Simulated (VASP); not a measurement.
AlNi3:

```
Al Ni
1.0
     0.00000    2.80189    2.80189
     2.80189    0.00000    2.80189
     2.80189    2.80189    0.00000
Al Ni
1 3
Direct
  0.50000 0.50000 0.50000
  0.25000 0.25000 0.25000
  0.00000 0.00000 0.00000
  0.75000 0.75000 0.75000
```

```yaml
Program: VASP 6.6.1
Task: relaxation of cell and atoms
Functional: PBE
Potentials_or_basis: VASP PAW PBE potentials, release 64 (Al, Ni)
Cutoff: 600 eV
k_mesh: 14 × 14 × 14
Occupations: gaussian, width 0.1 eV
Spin: no spin polarisation
```

At the start: pressure 7.0 GPa; volume 11.00 Å³/atom.

**Question.** Where does the relaxation end?

**Answer.** Over 3 steps the energy falls by 8.4 meV/atom and the volume is 11.40 Å³/atom (+3.7 %); space group Fm-3m (No. 225, to 0.05 Å).

Step by step:
```csv
step,energy change (eV),largest force (eV/Å),pressure (GPa),volume (Å³)
1,0.0000,0.0000,6.97,43.99
2,-0.0078,0.0000,-5.36,47.11
3,-0.0338,0.0000,0.00,45.61
```

Final structure:
```xyz
4
Lattice="0.0000 2.8358 2.8358 2.8358 0.0000 2.8358 2.8358 2.8358 0.0000" Properties=species:S:1:pos:R:3 pbc="T T T"
Al    2.8358    2.8358    2.8358
Ni    1.4179    1.4179    1.4179
Ni    0.0000    0.0000    0.0000
Ni    4.2537    4.2537    4.2537
```
